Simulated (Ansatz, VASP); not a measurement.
## One calculation of MgO2, two programs

```
Mg O
1.0
     1.57848    0.91134    3.46190
    -1.57848    0.91134    3.46190
     0.00000   -1.82267    3.46190
Mg O
1 2
Direct
  0.00000 0.00000 0.00000
  0.42912 0.42912 0.42912
  0.57088 0.57088 0.57088
```

Alike in both runs: task single point; functional r2SCAN; k mesh 6 × 6 × 6; no spin polarisation.

```csv
,VASP,Ansatz
version,VASP 6.6.1,Ansatz 0.2.0
potentials or method,"VASP PAW PBE potentials, release 64 (Mg_sv, O)",plane waves
plane-wave cutoff (eV),660,500
occupations,"gaussian, width 0.01 eV",fixed
valence electrons in the cell,22,22
```

Ansatz gave:

- gap on the k mesh at the Fermi level (eV): 3.16
- pressure (GPa): 0.0
- traceless stress, the component that is largest in VASP (GPa): 0.00
- rms of the force components (eV/Å): 0.000

Estimate VASP's values.

gap on the k mesh at the Fermi level (eV): 3.14; pressure (GPa): 0.1; traceless stress, the component that is largest in VASP (GPa): 1.24; rms of the force components (eV/Å): 0.098.

VASP's potentials were made for PBE, not for r2SCAN. Atom by atom the forces differ by 0.099 eV/Å (rms over components).
